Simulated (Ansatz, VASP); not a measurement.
# Two plane-wave programs on TaC

Contents of INCAR:

```
SYSTEM = TaC
PREC = Accurate ; ENCUT = 700
EDIFF = 1E-6 ; ISMEAR = 0
SIGMA = 0.05 ; LREAL = .FALSE.
LASPH = .TRUE. ; NELM = 120
ALGO = Normal ; ISIF = 2
LWAVE = .FALSE. ; LCHARG = .TRUE.
LELF = .TRUE. ; LVHAR = .TRUE.
NBANDS = 16 ; GGA_COMPAT = .FALSE.
```

The input KPOINTS:

```
regular mesh
0
G
  10 10 10
  0 0 0
```

The input POSCAR:

```
TaC
1.0
    0.0000000000      2.2065352446      2.2065352446
    2.2065352446      0.0000000000      2.2065352446
    2.2065352446      2.2065352446      0.0000000000
Ta C
1 1
Direct
    0.0000000000      0.0000000000      0.0000000000
    0.5000000000      0.5000000000      0.5000000000
```

Input for Ansatz:

```yaml
crystal:
  lattice:
    - [0.0, 2.2065352446, 2.2065352446]
    - [2.2065352446, 0.0, 2.2065352446]
    - [2.2065352446, 2.2065352446, 0.0]
  atoms:
    - { symbol: Ta, position: [0.0, 0.0, 0.0] }
    - { symbol: C, position: [0.5, 0.5, 0.5] }
basis:
  ecutwfc: 420
  ecutrho_ratio: 4
kpoints:
  mp_grid: { grid: [10, 10, 10] }
hamiltonian:
  xc: lda
scf:
  occupations: { method: gaussian, width: 0.05 }
output:
  forces: true
  stress: true
  eigenvalues: true
```

Alike in both runs: task single point; functional LDA; k mesh 10 × 10 × 10; occupations gaussian, width 0.05 eV; no spin polarisation.

```csv
,VASP,Ansatz
version,VASP 6.6.1,Ansatz 0.2.0
potentials or method,"VASP PAW LDA potentials, release 64 (Ta_sv_GW, C), cutoff 700 eV","scalar-relativistic, plane waves, PAW"
valence electrons in the cell,17,17
```

VASP gave:

- gap on the k mesh at the Fermi level (eV): none
- pressure (GPa): 1.1

Q: Which values does Ansatz return?

A: gap on the k mesh at the Fermi level (eV): none; pressure (GPa): 0.1.

LDA's correlation is that of Perdew and Zunger in VASP and of Perdew and Wang (1992) in Ansatz. A gap of «none» marks a metal or a gap that the smearing closes.

Neither program's run includes spin-orbit coupling.
